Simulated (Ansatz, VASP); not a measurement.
Two plane-wave programs on As

POSCAR

```
As
1.0
   -3.4128368434      3.0364212394      1.3866243494
    3.0364212394     -3.4128368434      1.3866243494
    2.8919469185      2.8919469185     -2.0760302176
As
2
Direct
    0.0335656455      0.9664343545      1.0000000000
    0.7164343545      0.2835656455      0.5000000000
```

File INCAR.step1:

```
ALGO     = Normal         # electronic algorithm
EDIFF    = 1E-4           # SCF threshold, eV
ENCUT    = 520            # plane-wave cutoff, eV
GGA      = PE             # functional
ISMEAR   = -1             # smearing method
LASPH    = True           # aspherical terms in the spheres
LCHARG   = False          # write CHGCAR
LREAL    = False          # projectors in reciprocal space
LWAVE    = True           # write WAVECAR
NBANDS   = 12             # bands
NELM     = 100            # most SCF steps
PREC     = Accurate       # precision mode
SIGMA    = 0.1            # smearing width, eV
```

The input INCAR.step2:

```
ALGO     = Normal         # electronic algorithm
EDIFF    = 1E-6           # SCF threshold, eV
ENCUT    = 520            # plane-wave cutoff, eV
ISIF     = 2              # what is computed and relaxed
ISMEAR   = -1             # smearing method
ISTART   = 1            
LASPH    = True           # aspherical terms in the spheres
LCHARG   = False          # write CHGCAR
LMIXTAU  = True         
LREAL    = False          # projectors in reciprocal space
LWAVE    = False          # write WAVECAR
METAGGA  = R2SCAN         # meta-GGA
NBANDS   = 12             # bands
NELM     = 100            # most SCF steps
PREC     = Accurate       # precision mode
SIGMA    = 0.1            # smearing width, eV
```

KPOINTS

```
k-points
0
Gamma
  16 16 10
```

Input for Ansatz:

```yaml
crystal:
  lattice:
    - [-3.4128368434, 3.0364212394, 1.3866243494]
    - [3.0364212394, -3.4128368434, 1.3866243494]
    - [2.8919469185, 2.8919469185, -2.0760302176]
  atoms:
    - { symbol: As, position: [0.0335656455, 0.9664343545, 1.0] }
    - { symbol: As, position: [0.7164343545, 0.2835656455, 0.5] }
hamiltonian:
  xc: r2scan
  pseudopotentials:
    kind: paw
    azcp:
      As: "pseudopotentials/As.paw.azcp"
basis:
  ecutwfc: 500
  fft_grid_basis: typed
kpoints:
  mp_grid: { grid: [16, 16, 10], shift: [0, 0, 0] }
magnetization:
  spin_polarized: false
scf:
  occupations: { method: fermi_dirac, width: 0.1 }
  lower_state_search: "off"
output:
  stress: true
```

Alike in both runs: task single point; functional r2SCAN; k mesh 16 × 16 × 10; occupations fermi-dirac, width 0.1 eV; no spin polarisation.

|  | VASP | Ansatz |
| --- | --- | --- |
| version | VASP 6.6.1 | Ansatz 0.2.0 |
| potentials or method | VASP PAW PBE potentials, release 64 (As), cutoff 520 eV | plane waves (500 eV) with PAW, scalar-relativistic |
| valence electrons in the cell | 10 | 30 |

VASP gave:

| Quantity | Value |
| --- | --- |
| pressure (GPa) | 0.0 |
| traceless stress, the component that is largest in VASP (GPa) | 1.12 |

What did Ansatz give for the same quantities?

Pressure (GPa): -0.1; traceless stress, the component that is largest in VASP (GPa): 1.22.

VASP's potentials were made for PBE, not for r2SCAN. The functional is the same, so the differences come from potentials, cutoffs and numerics. VASP's potentials hold 10 valence electrons a cell and Ansatz's 30, so a difference there can come from the potentials and not from the codes.
